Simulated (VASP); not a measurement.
# SiO2 (P4_12_12) in VASP: single point with PBEsol

Aim: the single point of SiO2 with PBEsol.

All numbers are computed with VASP 6.6.1; they aren't measurements. Logs are shortened: lines on timing, memory, paths and dates and some standing lists are left out, and cuts for length are marked.

### Step 1. The cell of the first run

The structure is tetragonal, space group P4_12_12 (No. 92). Conventional cell: a = 5.034 Å, b = 5.034 Å, c = 7.022 Å, α = 90.00°, β = 90.00°, γ = 90.00°. Within 2.2 Å of Si (site symmetry 2) lie 4 O at 1.62 Å. Within 2.2 Å of O (site symmetry 1) lie 2 Si at 1.62 Å.

### Step 2. Single point, PBEsol

INCAR

```
SYSTEM = SiO2
PREC = Accurate ; ENCUT = 520
EDIFF = 1E-6 ; ISMEAR = 0
SIGMA = 0.02 ; LREAL = .False.
LASPH = .True. ; NELM = 100
ALGO = Normal ; ISIF = 2
LWAVE = .False. ; LCHARG = .False.
GGA = PS ; NBANDS = 44
```

KPOINTS

```
regular mesh
0
Gamma
  6 6 4
  0 0 0
```

POSCAR

```
SiO2
1.0
    5.0342908988      0.0000000000      0.0000000000
    0.0000000000      5.0342908988      0.0000000000
    0.0000000000      0.0000000000      7.0217095065
Si O
4 8
Direct
    0.2972535916      0.2972535916      0.0000000000
    0.2027464084      0.7972535916      0.2500000000
    0.7027464084      0.7027464084      0.5000000000
    0.7972535916      0.2027464084      0.7500000000
    0.2399131645      0.1002405466      0.1774903605
    0.3997594534      0.7399131645      0.4274903605
    0.7600868355      0.8997594534      0.6774903605
    0.6002405466      0.2600868355      0.9274903605
    0.7399131645      0.3997594534      0.5725096395
    0.8997594534      0.7600868355      0.3225096395
    0.2600868355      0.6002405466      0.0725096395
    0.1002405466      0.2399131645      0.8225096395
```

Potentials or basis: VASP PAW PBE potentials, release 64 (Si, O).

Started as:

```bash
$ cat potpaw_PBE.64/Si/POTCAR potpaw_PBE.64/O/POTCAR > POTCAR
$ mpirun -np 1 vasp_std > vasp.out
```

OUTCAR:

```text
SYSTEM = SiO2
   PREC = Accurate
   ENCUT = 520
   EDIFF = 1E-6
   ISMEAR = 0
   LREAL = .False.
   LASPH = .True.
   NELM = 100
   ISIF = 2
   GGA = PS

 ion  position               nearest neighbor table
   1  0.297  0.297  0.000-   5 1.62  12 1.62  11 1.62   8 1.62   2 3.11   4 3.11   2 3.11   4 3.11

   2  0.203  0.797  0.250-   6 1.62  11 1.62  10 1.62   5 1.62   1 3.11   3 3.11   1 3.11   3 3.11

   3  0.703  0.703  0.500-   7 1.62  10 1.62   9 1.62   6 1.62   2 3.11   4 3.11   4 3.11   2 3.11

   4  0.797  0.203  0.750-   8 1.62   9 1.62   7 1.62  12 1.62   1 3.11   3 3.11   3 3.11   1 3.11

   5  0.240  0.100  0.177-   1 1.62   2 1.62
   6  0.400  0.740  0.427-   2 1.62   3 1.62
   7  0.760  0.900  0.677-   3 1.62   4 1.62
   8  0.600  0.260  0.927-   4 1.62   1 1.62
   9  0.740  0.400  0.573-   4 1.62   3 1.62
  10  0.900  0.760  0.323-   3 1.62   2 1.62
  11  0.260  0.600  0.073-   2 1.62   1 1.62
  12  0.100  0.240  0.823-   1 1.62   4 1.62

  LATTYP: Found a simple tetragonal cell.
 ALAT       =     5.0342908988
 C/A-ratio  =     1.3947762749

  Lattice vectors:

 A1 = (   5.0342908988,   0.0000000000,   0.0000000000)
 A2 = (   0.0000000000,   5.0342908988,   0.0000000000)
 A3 = (   0.0000000000,   0.0000000000,   7.0217095065)

Analysis of symmetry for initial positions (statically):
=====================================================================
 Subroutine PRICEL returns:
 Original cell was already a primitive cell.

 Routine SETGRP: Setting up the symmetry group for a
 simple tetragonal supercell.

 Subroutine GETGRP returns: Found  8 space group operations
 (whereof  2 operations were pure point group operations)
 out of a pool of 16 trial point group operations.

The static configuration has the point symmetry C_2 .
 The point group associated with its full space group is D_4 .

Analysis of symmetry for dynamics (positions and initial velocities):
=====================================================================
 Subroutine PRICEL returns:
 Original cell was already a primitive cell.

 Routine SETGRP: Setting up the symmetry group for a
 simple tetragonal supercell.

 Subroutine GETGRP returns: Found  8 space group operations
 (whereof  2 operations were pure point group operations)
 out of a pool of 16 trial point group operations.

The dynamic configuration has the point symmetry C_2 .
 The point group associated with its full space group is D_4 .

 Subroutine INISYM returns: Found  8 space group operations
 (whereof  2 operations are pure point group operations),
 and found     1 'primitive' translations

----------------------------------------------------------------------------------------

                                     Primitive cell

  volume of cell :     177.9588

  direct lattice vectors                    reciprocal lattice vectors
     5.034290899  0.000000000  0.000000000     0.198637707  0.000000000  0.000000000
     0.000000000  5.034290899  0.000000000     0.000000000  0.198637707  0.000000000
     0.000000000  0.000000000  7.021709506     0.000000000  0.000000000  0.142415462

  length of vectors
     5.034290899  5.034290899  7.021709506     0.198637707  0.198637707  0.142415462

  position of ions in fractional coordinates (direct lattice)
     0.297253592  0.297253592  0.000000000
     0.202746408  0.797253592  0.250000000
     0.702746408  0.702746408  0.500000000
     0.797253592  0.202746408  0.750000000
     0.239913165  0.100240547  0.177490361
     0.399759453  0.739913165  0.427490361
     0.760086835  0.899759453  0.677490361
     0.600240547  0.260086835  0.927490361
     0.739913165  0.399759453  0.572509639
     0.899759453  0.760086835  0.322509639
     0.260086835  0.600240547  0.072509639
     0.100240547  0.239913165  0.822509639

  ion indices of the primitive-cell ions
   primitive index   ion index
                 1           1
                 2           2
                 3           3
                 4           4
                 5           5
                 6           6
                 7           7
                 8           8
                 9           9
                10          10
                11          11
                12          12

----------------------------------------------------------------------------------------

 KPOINTS: regular mesh

Automatic generation of k-mesh.
 Grid dimensions read from file:
 generate k-points for:    6    6    4

 Generating k-lattice:

  Cartesian coordinates                     Fractional coordinates (reciprocal lattice)
     0.033106284  0.000000000  0.000000000     0.166666667  0.000000000  0.000000000
     0.000000000  0.033106284  0.000000000     0.000000000  0.166666667  0.000000000
     0.000000000  0.000000000  0.035603865     0.000000000  0.000000000  0.250000000

  Length of vectors
     0.033106284  0.033106284  0.035603865

  Shift w.r.t. Gamma in fractional coordinates (k-lattice)
     0.000000000  0.000000000  0.000000000

 Subroutine IBZKPT returns following result:
 ===========================================

 Found     30 irreducible k-points:

 Following reciprocal coordinates:
            Coordinates               Weight
  0.000000  0.000000  0.000000      1.000000
  0.166667  0.000000  0.000000      4.000000
  0.333333  0.000000  0.000000      4.000000
  0.500000  0.000000  0.000000      2.000000
  0.166667  0.166667  0.000000      4.000000
  0.333333  0.166667  0.000000      8.000000
[... 16 lines left out ...]
  0.333333  0.000000  0.500000      4.000000
  0.500000  0.000000  0.500000      2.000000
 [... further k-points ...]
   k-points           NKPTS =     30   k-points in BZ     NKDIM =     30   number of bands    NBANDS=     44
   number of dos      NEDOS =    301   number of ions     NIONS =     12
   total plane-waves  NPLWV =  86400
   dimension x,y,z NGX =    40 NGY =   40 NGZ =   54
   dimension x,y,z NGXF=    80 NGYF=   80 NGZF=  108
   ions per type =               4   8
   NGX,Y,Z   is equivalent  to a cutoff of  13.21, 13.21, 12.79 a.u.
   NGXF,Y,Z  is equivalent  to a cutoff of  26.42, 26.42, 25.57 a.u.
 SYSTEM =  SiO2
   PREC   = accura    normal or accurate (medium, high low for compatibility)
   ISTART =      0    job   : 0-new  1-cont  2-samecut
   ICHARG =      2    charge: 1-file 2-atom 10-const
   ISPIN  =      1    spin polarized calculation?
   LNONCOLLINEAR =      F non collinear calculations
   LSORBIT =      F    spin-orbit coupling
   LASPH  =      T    aspherical Exc in radial PAW
   ENCUT  =  520.0 eV  38.22 Ry    6.18 a.u.   9.36  9.36 13.06*2*pi/ulx,y,z
   NELM   =    100;   NELMIN=  2; NELMDL= -5     # of ELM steps
   EDIFF  = 0.1E-05   stopping-criterion for ELM
   LREAL  =      F    real-space projection
   EDIFFG = 0.1E-04   stopping-criterion for IOM
   NSW    =      0    number of steps for IOM
   IBRION =     -1    ionic relax: 0-MD 1-quasi-New 2-CG
   NFREE  =      0    steps in history (QN), initial steepest desc. (CG)
   ISIF   =      2    stress and relaxation
   ISYM   =      2    0-nonsym 1-usesym 2-fastsym
   POTIM  = 0.5000    time-step for ionic-motion
   TEBEG  =    0.0;   TEEND  =   0.0 temperature during run
   PSTRESS=    0.0 pullay stress
   NELECT =      64.0000    total number of electrons
   NUPDOWN=      -1.0000    fix difference up-down
   EMIN   =  10.00;   EMAX   =-10.00  energy-range for DOS
   EFERMI =   0.00;   METHOD = LEGACY
   ISMEAR =     0;   SIGMA  =   0.02  broadening in eV -4-tet -1-fermi 0-gaus
   EFERMI_NEDOS =   21; number of points for ismear=-14 and -15
   IALGO  =     38    algorithm
   IMIX   =      4    mixing-type and parameters
     AMIX     =   0.40;   BMIX     =  1.00
     AMIX_MAG =   1.60;   BMIX_MAG =  1.00
  volume/ion in A,a.u.               =      14.83       100.08
  Fermi-wavevector in a.u.,A,eV,Ry     =   1.164202  2.200023 18.440877  1.355366
  Thomas-Fermi vector in A             =   2.300743
   LORBIT       =      0    0 simple, 1 ext, 2 COOP (PROOUT), +10 PAW based schemes
   GGA     = PS    functional components
   LHFCALC =     F    Hartree Fock is set to
   AEXX    =    0.0000 exact exchange contribution
   IVDW    =     0    specifies the selected vdW correction
   LEPSILON=     F    determine dielectric tensor
   LRPA    =     F    only Hartree local field effects (RPA)
 non-spin polarized calculation
 Gauss-broadening in eV      SIGMA  =   0.02
  energy-cutoff  :      520.00
  volume of cell :      177.96
 maximum number of plane-waves:      4823
 NGX is ok and might be reduce to    40
   NGX = 19   NGY = 19   NGZ = 27

 number of electron      64.0000014 magnetization

 Free energy of the ion-electron system (eV)
  ---------------------------------------------------
  ext. energy  EPLUGINS =         0.00000000
  ---------------------------------------------------
  free energy    TOTEN  =       -98.69562581 eV

  energy without entropy =      -98.69562581  energy(sigma->0) =      -98.69562581

 E-fermi :  -0.0680     XC(G=0):  -8.3875

 val. band max:       -0.1730811829   @ k =   0.0000   0.0000   0.0000
 cond. band min:       5.3970767791   @ k =   0.0000   0.0000   0.0000
 fundamental gap:      5.5701579620
 Fermi energy:        -0.0680187858

 k-point     1 :       0.0000    0.0000    0.0000
  band No.  band energies     occupation
      1     -19.5031      2.00000
      2     -18.6116      2.00000
      3     -18.6116      2.00000
      4     -17.4482      2.00000
      5     -17.4116      2.00000
      6     -17.4091      2.00000
[... 36 lines left out ...]
     43      10.9108      0.00000
     44      11.0140      0.00000
[... 1040 lines left out ...]
      4     -18.0836      2.00000
      5     -17.4480      2.00000
      6     -17.4480      2.00000
[... 36 lines left out ...]
     43      11.1170      0.00000
     44      11.1195      0.00000

 [... further k-points ...]

------------------------ aborting loop because EDIFF is reached ----------------------------------------

  FORCE on cell =-STRESS in cart. coord.  units (eV):
  Direction    XX          YY          ZZ          XY          YZ          ZX
  --------------------------------------------------------------------------------------
  -------------------------------------------------------------------------------------
  Total        0.5360482      0.5360482      0.4848850      0.0000000      0.0000000      0.0000000
  in kB        4.8260851      4.8260851      4.3654586      0.0000000      0.0000000      0.0000000
  external PRESSURE =       4.6725429 kB  Pullay stress =       0.0000000 kB

 VOLUME and BASIS-vectors are now :
 -----------------------------------------------------------------------------
  energy-cutoff  :      520.00
  volume of cell :      177.96
      direct lattice vectors                 reciprocal lattice vectors
     5.034290899  0.000000000  0.000000000     0.198637707  0.000000000  0.000000000
     0.000000000  5.034290899  0.000000000     0.000000000  0.198637707  0.000000000
     0.000000000  0.000000000  7.021709506     0.000000000  0.000000000  0.142415462

 POSITION                                       TOTAL-FORCE (eV/Angst)
 -----------------------------------------------------------------------------------
      1.49646      1.49646      0.00000         0.017487      0.017487     -0.000000
      1.02068      4.01361      1.75543        -0.017487      0.017487     -0.000000
      3.53783      3.53783      3.51085        -0.017487     -0.017487     -0.000000
      4.01361      1.02068      5.26628         0.017487     -0.017487     -0.000000
      1.20779      0.50464      1.24629        -0.002119      0.013855      0.012868
      2.01251      3.72494      3.00171        -0.013855     -0.002119      0.012868
      3.82650      4.52965      4.75714         0.002119     -0.013855      0.012868
      3.02179      1.30935      6.51257         0.013855      0.002119      0.012868
      3.72494      2.01251      4.02000        -0.002119     -0.013855     -0.012868
      4.52965      3.82650      2.26457        -0.013855      0.002119     -0.012868
      1.30935      3.02179      0.50914         0.002119      0.013855     -0.012868
      0.50464      1.20779      5.77542         0.013855     -0.002119     -0.012868
 -----------------------------------------------------------------------------------
    total drift:                               -0.000000      0.000000     -0.000000

  FREE ENERGIE OF THE ION-ELECTRON SYSTEM (eV)
  ---------------------------------------------------
  free  energy   TOTEN  =       -98.6956258097 eV

  energy  without entropy=      -98.6956258097  energy(sigma->0) =      -98.69562581
```

It took 2.2 min on 1 thread of AMD EPYC 9R45 (Zen 5), shared host; peak memory 0.34 GiB.

What came out:

| Item | Value |
| --- | --- |
| Free energy | -98.6956 eV |
| Pressure | 0.5 GPa |
| Largest force | 0.025 eV/Å |
| Band gap on the k mesh | 5.57 eV, direct |

Forces on the atoms (eV/Å):
```
Si   0.017  0.017  0.000
Si  -0.017  0.017  0.000
Si  -0.017 -0.017  0.000
Si   0.017 -0.017  0.000
O   -0.002  0.014  0.013
O   -0.014 -0.002  0.013
O    0.002 -0.014  0.013
O    0.014  0.002  0.013
O   -0.002 -0.014 -0.013
O   -0.014  0.002 -0.013
O    0.002  0.014 -0.013
O    0.014 -0.002 -0.013
```

Caveat: the PAW data sets were made with another functional, which shifts forces and pressure a little.
